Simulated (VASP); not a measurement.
Here is a VASP 6.6.1 calculation.

The input INCAR:

```
SYSTEM = CdTe
PREC = Accurate
ENCUT = 520
EDIFF = 1E-6
ISMEAR = 0
SIGMA = 0.01
LREAL = .False.
LASPH = .True.
NELM = 80
ALGO = Normal
ISIF = 2
LWAVE = .False.
LCHARG = .False.
GGA = PE
NBANDS = 16
```

The input KPOINTS:

```
regular mesh
0
Gamma
  4 4 4
  0 0 0
```

POSCAR

```
CdTe
1.0
    0.0000000000      3.2799551162      3.1815564627
    3.2799551162      0.0000000000      3.1815564627
    3.2799551162      3.2799551162      0.0000000000
Cd Te
1 1
Direct
    0.0000000000      0.0000000000      0.0000000000
    0.2500000000      0.2500000000      0.2500000000
```

Potentials or basis: VASP PAW PBE potentials, release 64 (Cd, Te).

Command:

```bash
$ cat potpaw_PBE.64/Cd/POTCAR potpaw_PBE.64/Te/POTCAR > POTCAR
$ mpirun -np 1 vasp_std > vasp.out
```

**Question.** What does it give for the pressure?

**Answer.** 2.6 GPa.

**Question.** What does it give for the band gap on the k mesh?

**Answer.** 0.68 eV, direct.

Stress tensor (GPa, compression positive):
```
2.50 0.00 0.00
0.00 2.50 0.00
0.00 0.00 2.92
```

Caveat: the cell differs from its parent crystal (uniaxial z strain -3.0%); spin-orbit coupling is left out, which moves the levels of the heavy elements.
